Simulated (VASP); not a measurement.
# Ti6C in VASP: further runs

Ti6C is run at these levels: PBEsol; tasks: single point.

All numbers are computed with VASP 6.6.1; they aren't measurements. Logs are shortened: lines on timing, memory, paths and dates and some standing lists are left out, and cuts for length are marked.

### 1 The cell of the first run

The cell holds a slab with vacuum, 7 atoms: a = 2.868 Å, b = 4.056 Å, c = 26.170 Å, α = 90.00°, β = 90.00°, γ = 90.00°.

### 2 Single point, PBEsol

INCAR reads:

```
SYSTEM = Ti6C
  PREC = Accurate
  ENCUT = 520
  EDIFF = 1E-6
  ISMEAR = 0
  SIGMA = 0.1
  LREAL = .False.
  LASPH = .True.
  NELM = 100
  ALGO = Normal
  ISIF = 2
  LWAVE = .False.
  LCHARG = .False.
  LDIPOL = .True.
  IDIPOL = 3
  DIPOL = 0.5 0.5 0.491
  GGA = PS
  NBANDS = 47
```

KPOINTS reads:

```
Automatic mesh
0
Gamma
  10 7 1
  0 0 0
```

POSCAR reads:

```
Ti6C
1.0
    2.8679135959      0.0000000000      0.0000000000
    0.0000000000      4.0558423031      0.0000000000
    0.0000000000      0.0000000000     26.1697839898
Ti C
6 1
Direct
    0.5000000000      0.5000000000      0.3248020695
    0.0000000000      0.0000000000      0.3795964385
    0.5000000000      0.5000000000      0.4343908074
    0.0000000000      0.0000000000      0.4913939632
    0.5000000000      0.5000000000      0.5411645755
    0.0000000000      0.0000000000      0.5962175692
    0.0000000000      0.0000000000      0.6680408730
```

Potentials or basis: VASP PAW PBE potentials, release 64 (Ti_sv, C).

Command:

```bash
$ cat potpaw_PBE.64/Ti_sv/POTCAR potpaw_PBE.64/C/POTCAR > POTCAR
$ mpirun -np 1 vasp_std > vasp.out
```

OUTCAR:

```text
SYSTEM = Ti6C
   PREC = Accurate
   ENCUT = 520
   EDIFF = 1E-6
   ISMEAR = 0
   LREAL = .False.
   LASPH = .True.
   NELM = 100
   ISIF = 2
   GGA = PS

 ion  position               nearest neighbor table
   1  0.500  0.500  0.325-   2 2.87   2 2.87   2 2.87   2 2.87   3 2.87
   2  0.000  0.000  0.380-   3 2.87   3 2.87   3 2.87   3 2.87   1 2.87   1 2.87   1 2.87   1 2.87

   3  0.500  0.500  0.434-   5 2.79   2 2.87   2 2.87   2 2.87   2 2.87   1 2.87   4 2.90   4 2.90
                             4 2.90   4 2.90
   4  0.000  0.000  0.491-   6 2.74   5 2.80   5 2.80   5 2.80   5 2.80   3 2.90   3 2.90   3 2.90
                             3 2.90
   5  0.500  0.500  0.541-   3 2.79   4 2.80   4 2.80   4 2.80   4 2.80   6 2.87   6 2.87   6 2.87
                             6 2.87
   6  0.000  0.000  0.596-   7 1.88   4 2.74   5 2.87   5 2.87   5 2.87   5 2.87
   7  0.000  0.000  0.668-   6 1.88

  LATTYP: Found a simple orthorhombic cell.
 ALAT       =     2.8679135959
 B/A-ratio  =     1.4142135624
 C/A-ratio  =     9.1250252543

  Lattice vectors:

 A1 = (   2.8679135959,   0.0000000000,   0.0000000000)
 A2 = (   0.0000000000,   4.0558423031,   0.0000000000)
 A3 = (   0.0000000000,   0.0000000000,  26.1697839898)

Analysis of symmetry for initial positions (statically):
=====================================================================
 Subroutine PRICEL returns:
 Original cell was already a primitive cell.

 Routine SETGRP: Setting up the symmetry group for a
 simple orthorhombic supercell.

 Subroutine GETGRP returns: Found  4 space group operations
 (whereof  4 operations were pure point group operations)
 out of a pool of  8 trial point group operations.

The static configuration has the point symmetry C_2v.

Analysis of symmetry for dynamics (positions and initial velocities):
=====================================================================
 Subroutine PRICEL returns:
 Original cell was already a primitive cell.

 Routine SETGRP: Setting up the symmetry group for a
 simple orthorhombic supercell.

 Subroutine GETGRP returns: Found  4 space group operations
 (whereof  4 operations were pure point group operations)
 out of a pool of  8 trial point group operations.

The dynamic configuration has the point symmetry C_2v.

 Subroutine INISYM returns: Found  4 space group operations
 (whereof  4 operations are pure point group operations),
 and found     1 'primitive' translations

----------------------------------------------------------------------------------------

                                     Primitive cell

  volume of cell :     304.4018

  direct lattice vectors                    reciprocal lattice vectors
     2.867913596  0.000000000  0.000000000     0.348685540  0.000000000  0.000000000
     0.000000000  4.055842303  0.000000000     0.000000000  0.246557910  0.000000000
     0.000000000  0.000000000 26.169783990     0.000000000  0.000000000  0.038212008

  length of vectors
     2.867913596  4.055842303 26.169783990     0.348685540  0.246557910  0.038212008

  position of ions in fractional coordinates (direct lattice)
     0.500000000  0.500000000  0.324802070
     0.000000000  0.000000000  0.379596439
     0.500000000  0.500000000  0.434390807
     0.000000000  0.000000000  0.491393963
     0.500000000  0.500000000  0.541164575
     0.000000000  0.000000000  0.596217569
     0.000000000  0.000000000  0.668040873

  ion indices of the primitive-cell ions
   primitive index   ion index
                 1           1
                 2           2
                 3           3
                 4           4
                 5           5
                 6           6
                 7           7

----------------------------------------------------------------------------------------

 KPOINTS: Automatic mesh

Automatic generation of k-mesh.
 Grid dimensions read from file:
 generate k-points for:   10    7    1

 Generating k-lattice:

  Cartesian coordinates                     Fractional coordinates (reciprocal lattice)
     0.034868554  0.000000000  0.000000000     0.100000000  0.000000000  0.000000000
     0.000000000  0.035222559  0.000000000     0.000000000  0.142857143  0.000000000
     0.000000000  0.000000000  0.038212008     0.000000000  0.000000000  1.000000000

  Length of vectors
     0.034868554  0.035222559  0.038212008

  Shift w.r.t. Gamma in fractional coordinates (k-lattice)
     0.000000000  0.000000000  0.000000000

 Subroutine IBZKPT returns following result:
 ===========================================

 Found     24 irreducible k-points:

 Following reciprocal coordinates:
            Coordinates               Weight
  0.000000  0.000000  0.000000      1.000000
  0.100000  0.000000  0.000000      2.000000
  0.200000  0.000000  0.000000      2.000000
  0.300000  0.000000  0.000000      2.000000
  0.400000  0.000000  0.000000      2.000000
  0.500000  0.000000  0.000000      1.000000
[... 16 lines left out ...]
  0.400000  0.428571  0.000000      4.000000
  0.500000  0.428571  0.000000      2.000000
   k-points           NKPTS =     24   k-points in BZ     NKDIM =     24   number of bands    NBANDS=     47
   number of dos      NEDOS =    301   number of ions     NIONS =      7
   total plane-waves  NPLWV = 141120
   dimension x,y,z NGX =    24 NGY =   30 NGZ =  196
   dimension x,y,z NGXF=    48 NGYF=   60 NGZF=  392
   ions per type =               6   1
   NGX,Y,Z   is equivalent  to a cutoff of  13.91, 12.30, 12.45 a.u.
   NGXF,Y,Z  is equivalent  to a cutoff of  27.82, 24.59, 24.90 a.u.
 SYSTEM =  Ti6C
   PREC   = accura    normal or accurate (medium, high low for compatibility)
   ISTART =      0    job   : 0-new  1-cont  2-samecut
   ICHARG =      2    charge: 1-file 2-atom 10-const
   ISPIN  =      1    spin polarized calculation?
   LNONCOLLINEAR =      F non collinear calculations
   LSORBIT =      F    spin-orbit coupling
   LASPH  =      T    aspherical Exc in radial PAW
   ENCUT  =  520.0 eV  38.22 Ry    6.18 a.u.   5.33  7.54 48.66*2*pi/ulx,y,z
   NELM   =    100;   NELMIN=  2; NELMDL= -5     # of ELM steps
   EDIFF  = 0.1E-05   stopping-criterion for ELM
   LREAL  =      F    real-space projection
   EDIFFG = 0.1E-04   stopping-criterion for IOM
   NSW    =      0    number of steps for IOM
   IBRION =     -1    ionic relax: 0-MD 1-quasi-New 2-CG
   NFREE  =      0    steps in history (QN), initial steepest desc. (CG)
   ISIF   =      2    stress and relaxation
   ISYM   =      2    0-nonsym 1-usesym 2-fastsym
   POTIM  = 0.5000    time-step for ionic-motion
   TEBEG  =    0.0;   TEEND  =   0.0 temperature during run
   PSTRESS=    0.0 pullay stress
   NELECT =      76.0000    total number of electrons
   NUPDOWN=      -1.0000    fix difference up-down
   EMIN   =  10.00;   EMAX   =-10.00  energy-range for DOS
   EFERMI =   0.00;   METHOD = LEGACY
   ISMEAR =     0;   SIGMA  =   0.10  broadening in eV -4-tet -1-fermi 0-gaus
   EFERMI_NEDOS =   21; number of points for ismear=-14 and -15
   IALGO  =     38    algorithm
   IMIX   =      4    mixing-type and parameters
     AMIX     =   0.40;   BMIX     =  1.00
     AMIX_MAG =   1.60;   BMIX_MAG =  1.00
  volume/ion in A,a.u.               =      43.49       293.46
  Fermi-wavevector in a.u.,A,eV,Ry     =   1.030853  1.948031 14.458352  1.062659
  Thomas-Fermi vector in A             =   2.164972
   LORBIT       =      0    0 simple, 1 ext, 2 COOP (PROOUT), +10 PAW based schemes
   GGA     = PS    functional components
   LHFCALC =     F    Hartree Fock is set to
   AEXX    =    0.0000 exact exchange contribution
   IVDW    =     0    specifies the selected vdW correction
   LEPSILON=     F    determine dielectric tensor
   LRPA    =     F    only Hartree local field effects (RPA)
 non-spin polarized calculation
 Gauss-broadening in eV      SIGMA  =   0.10
  energy-cutoff  :      520.00
  volume of cell :      304.40
 maximum number of plane-waves:      8237
 NGX is ok and might be reduce to    24
   NGX = 11   NGY = 15   NGZ = 97

 dipolmoment           0.000000      0.000000     -0.159659 electrons x Angstroem

 number of electron      76.0000026 magnetization

 dipolmoment           0.000000      0.000000      0.227744 electrons x Angstroem

 Free energy of the ion-electron system (eV)
  ---------------------------------------------------
  ext. energy  EPLUGINS =         0.00000000
  ---------------------------------------------------
  free energy    TOTEN  =       -51.40678156 eV

  energy without entropy =      -51.34378722  energy(sigma->0) =      -51.37528439

 E-fermi :  -0.3310     XC(G=0):  -5.1291

 val. band max:       -0.3404183885   @ k =   0.5000   0.0000   0.0000
 cond. band min:      -0.3203112908   @ k =   0.3000   0.2857   0.0000
 fundamental gap:      0.0201070977
 Fermi energy:        -0.3309847001

 k-point     1 :       0.0000    0.0000    0.0000
  band No.  band energies     occupation
      1     -57.0698      2.00000
      2     -56.7511      2.00000
      3     -56.6703      2.00000
      4     -56.5998      2.00000
      5     -56.5815      2.00000
      6     -56.2453      2.00000
[... 39 lines left out ...]
     46       1.1009      0.00000
     47       1.1033      0.00000

 k-point     2 :       0.1000    0.0000    0.0000
  band No.  band energies     occupation
      1     -57.0648      2.00000
      2     -56.7424      2.00000
      3     -56.6641      2.00000
      4     -56.5971      2.00000
      5     -56.5806      2.00000
      6     -56.2411      2.00000
[... 39 lines left out ...]
     46       1.0456      0.00000
     47       1.2026      0.00000

 k-point     3 :       0.2000    0.0000    0.0000
  band No.  band energies     occupation
      1     -57.0514      2.00000
      2     -56.7185      2.00000
      3     -56.6475      2.00000
      4     -56.5912      2.00000
      5     -56.5790      2.00000
      6     -56.2301      2.00000
[... 1039 lines left out ...]
     46       0.8327      0.00000
     47       0.9620      0.00000

 k-point    24 :       0.5000    0.4286    0.0000
  band No.  band energies     occupation
      1     -57.0159      2.00000
      2     -56.6233      2.00000
      3     -56.6126      2.00000
      4     -56.5934      2.00000
      5     -56.5781      2.00000
      6     -56.2008      2.00000
[... 39 lines left out ...]
     46       0.9452      0.00000
     47       1.1972      0.00000

------------------------ aborting loop because EDIFF is reached ----------------------------------------

 vacuum level on the upper side and lower side of the slab       (xc-potential included)         1.530        -1.916

  FORCE on cell =-STRESS in cart. coord.  units (eV):
  Direction    XX          YY          ZZ          XY          YZ          ZX
  --------------------------------------------------------------------------------------
  -------------------------------------------------------------------------------------
  Total       -2.3256530     -4.5666003     -1.2894251      0.0000000      0.0000000      0.0000000
  in kB      -12.2407559    -24.0356749     -6.7867124      0.0000000      0.0000000      0.0000000
  external PRESSURE =     -14.3543810 kB  Pullay stress =       0.0000000 kB

 VOLUME and BASIS-vectors are now :
 -----------------------------------------------------------------------------
  energy-cutoff  :      520.00
  volume of cell :      304.40
      direct lattice vectors                 reciprocal lattice vectors
     2.867913596  0.000000000  0.000000000     0.348685540  0.000000000  0.000000000
     0.000000000  4.055842303  0.000000000     0.000000000  0.246557910  0.000000000
     0.000000000  0.000000000 26.169783990     0.000000000  0.000000000  0.038212008

 POSITION                                       TOTAL-FORCE (eV/Angst)
 -----------------------------------------------------------------------------------
      1.43396      2.02792      8.50000         0.000000      0.000000      0.639326
      0.00000      0.00000      9.93396         0.000000      0.000000     -0.340446
      1.43396      2.02792     11.36791         0.000000      0.000000     -0.303547
      0.00000      0.00000     12.85967         0.000000      0.000000      0.010417
      1.43396      2.02792     14.16216         0.000000      0.000000      0.005355
      0.00000      0.00000     15.60288         0.000000      0.000000     -0.063092
      0.00000      0.00000     17.48249         0.000000      0.000000      0.051988
 -----------------------------------------------------------------------------------
    total drift:                                0.000000     -0.000000     -0.000321

  FREE ENERGIE OF THE ION-ELECTRON SYSTEM (eV)
  ---------------------------------------------------
  free  energy   TOTEN  =       -51.4067815590 eV

  energy  without entropy=      -51.3437872176  energy(sigma->0) =      -51.37528439

 vacuum level on the upper side and lower side of the slab         6.398         2.883
```

Wall time 29 min (1 thread of AMD EPYC 7R13, shared host); peak memory 0.47 GiB.

Results:

* Free energy: -51.4068 eV
* Largest force: 0.639 eV/Å
* Band gap on the k mesh: zero (bands 38 and 39 overlap by 0.72 eV)

Forces in eV/Å, atoms in the order of the input:
```
Ti   0.000  0.000  0.639
Ti   0.000  0.000 -0.340
Ti   0.000  0.000 -0.304
Ti   0.000  0.000  0.010
Ti   0.000  0.000  0.005
Ti   0.000  0.000 -0.063
C    0.000  0.000  0.052
```

Levels at points of the mesh, in eV from the Fermi level:
| k point | band 34 | band 35 | band 36 | band 37 | band 38 | band 39 | band 40 | band 41 | band 42 | band 43 |
| --- | --- | --- | --- | --- | --- | --- | --- | --- | --- | --- |
| (0.00, 0.00, 0.00) | -0.59 | -0.51 | -0.24 | -0.16 | 0.08 | 0.23 | 0.47 | 0.49 | 0.70 | 0.99 |
| (0.50, 0.00, 0.00) | -1.07 | -1.05 | -0.99 | -0.31 | -0.20 | -0.02 | -0.01 | 0.17 | 0.72 | 0.80 |

Caveat: the PAW data sets were made with another functional, which shifts forces and pressure a little.

### 3 Single point, PBEsol

INCAR reads:

```
SYSTEM = Ti6C
ALGO     = Normal         ! electronic algorithm
DIPOL    = 0.5 0.5 0.482
EDIFF    = 1E-7           ! SCF threshold, eV
ENCUT    = 520            ! plane-wave cutoff, eV
GGA      = PS             ! functional
IDIPOL   = 3            
ISIF     = 2              ! what is computed and relaxed
ISMEAR   = 0              ! smearing method
LASPH    = .TRUE.         ! aspherical terms in the spheres
LCHARG   = .FALSE.        ! write CHGCAR
LDIPOL   = .TRUE.       
LREAL    = .FALSE.        ! projectors in reciprocal space
LWAVE    = .FALSE.        ! write WAVECAR
NBANDS   = 47             ! bands
NELM     = 60             ! most SCF steps
PREC     = Accurate       ! precision mode
SIGMA    = 0.1            ! smearing width, eV
```

KPOINTS reads:

```
k-points
0
G
  10 7 1
  0 0 0
```

POSCAR reads:

```
Ti6C
1.0
    2.8679135959      0.0000000000      0.0000000000
    0.0000000000      4.0558423031      0.0000000000
    0.0000000000      0.0000000000     26.1697839898
Ti C
6 1
Direct
    0.5000000000      0.5000000000      0.3248020695
    0.0000000000      0.0000000000      0.3795964385
    0.5000000000      0.5000000000      0.4343908074
    0.0000000000      0.0000000000      0.4846058710
    0.5000000000      0.5000000000      0.5477348355
    0.0000000000      0.0000000000      0.6041369363
    0.0000000000      0.5000000000      0.5997148366
```

Potentials or basis: VASP PAW PBE potentials, release 64 (Ti_sv, C).

Command:

```bash
$ cat potpaw_PBE.64/Ti_sv/POTCAR potpaw_PBE.64/C/POTCAR > POTCAR
$ mpirun -np 1 vasp_std > vasp.out
```

Wall time 32 min (1 thread of AMD EPYC 7R13, shared host); peak memory 0.48 GiB.

Results (log left out):

* Free energy: -56.2715 eV
* Largest force: 0.525 eV/Å
* Band gap on the k mesh: zero (bands 38 and 39 overlap by 0.39 eV)

Forces in eV/Å, atoms in the order of the input:
```
Ti   0.000  0.000  0.525
Ti   0.000  0.000 -0.179
Ti   0.000  0.000 -0.338
Ti   0.000  0.000 -0.004
Ti   0.000  0.000 -0.026
Ti   0.000  0.000 -0.002
C    0.000  0.000  0.024
```

Levels at points of the mesh, in eV from the Fermi level:
```
           k point  band 36  band 37  band 38  band 39  band 40  band 41
(0.00, 0.00, 0.00)    -0.34    -0.16     0.02     0.19     0.38     0.63
(0.50, 0.00, 0.00)    -0.95    -0.40    -0.36    -0.19     0.09     0.53
```

Caveat: the PAW data sets were made with another functional, which shifts forces and pressure a little.

### 4 Single point, PBEsol

INCAR reads:

```
  PREC = Accurate
  ENCUT = 520
  EDIFF = 1E-6
  ISMEAR = 0
  SIGMA = 0.1
  LREAL = F
  LASPH = T
  NELM = 100
  ALGO = Normal
  ISIF = 2
  LWAVE = F
  LCHARG = T
  LDIPOL = T
  IDIPOL = 3
  DIPOL = 0.5 0.5 0.485
  GGA = PS
  LELF = T
  LVHAR = T
  LVACPOTAV = T
  NBANDS = 47
```

KPOINTS reads:

```
regular mesh
0
Gamma
  10 7 1
```

POSCAR reads:

```
Ti6C
1.0
    2.8679135959      0.0000000000      0.0000000000
    0.0000000000      4.0558423031      0.0000000000
    0.0000000000      0.0000000000     26.1697839898
Ti C
6 1
Direct
    0.5000000000      0.5000000000      0.3248020695
    0.0000000000      0.0000000000      0.3795964385
    0.5000000000      0.5000000000      0.4343908074
    0.0000000000      0.0000000000      0.4916818581
    0.5000000000      0.5000000000      0.5412134979
    0.0000000000      0.0000000000      0.6100997781
    0.5000000000      0.5000000000      0.6159230883
```

Command:

```bash
$ cat potpaw_PBE.64/Ti_sv/POTCAR potpaw_PBE.64/C/POTCAR > POTCAR
$ mpirun -np 1 vasp_std > vasp.out
```

Run time: 27 min. Hardware: 1 thread of AMD EPYC 7R13, shared host; peak memory 0.48 GiB.

It converged, with:

```
Free energy            : -55.7950 eV
Largest force          : 0.681 eV/Å
Band gap on the k mesh : zero (bands 38 and 39 overlap by 0.53 eV)
```

Forces in eV/Å, atoms in the order of the input:
```
Ti   0.000  0.000  0.681
Ti   0.000  0.000 -0.293
Ti   0.000  0.000 -0.382
Ti   0.000  0.000  0.005
Ti   0.000  0.000 -0.039
Ti   0.000  0.000 -0.001
C    0.000  0.000  0.028
```

Levels at points of the mesh, in eV from the Fermi level:
```tsv
k point	band 34	band 35	band 36	band 37	band 38	band 39	band 40	band 41	band 42	band 43
(0.00, 0.00, 0.00)	-1.22	-0.87	-0.14	-0.07	0.14	0.24	0.28	0.71	0.76	1.08
(0.50, 0.00, 0.00)	-1.20	-0.83	-0.83	-0.63	-0.31	-0.29	0.14	0.25	0.99	1.08
```

Caveat: the PAW data sets were made with another functional, which shifts forces and pressure a little.

### 5 The runs side by side

```tsv
cell	gap on the mesh (eV)	largest force (eV/Å)
as given, atomic positions A	none	0.64
as given, atomic positions B	none	0.52
as given, atomic positions C	none	0.68
```

Alike in all rows: task single point; level PBEsol; potentials or basis VASP PAW PBE potentials, release 64 (Ti_sv, C); no spin polarisation; k mesh 10 × 7 × 1; cutoff (eV) 520; smearing gaussian 0.1 eV.

Caveats: the PAW data sets were made with another functional, which shifts forces and pressure a little.

Total energies depend on the potentials used, so only differences within one code and one set of settings carry meaning.
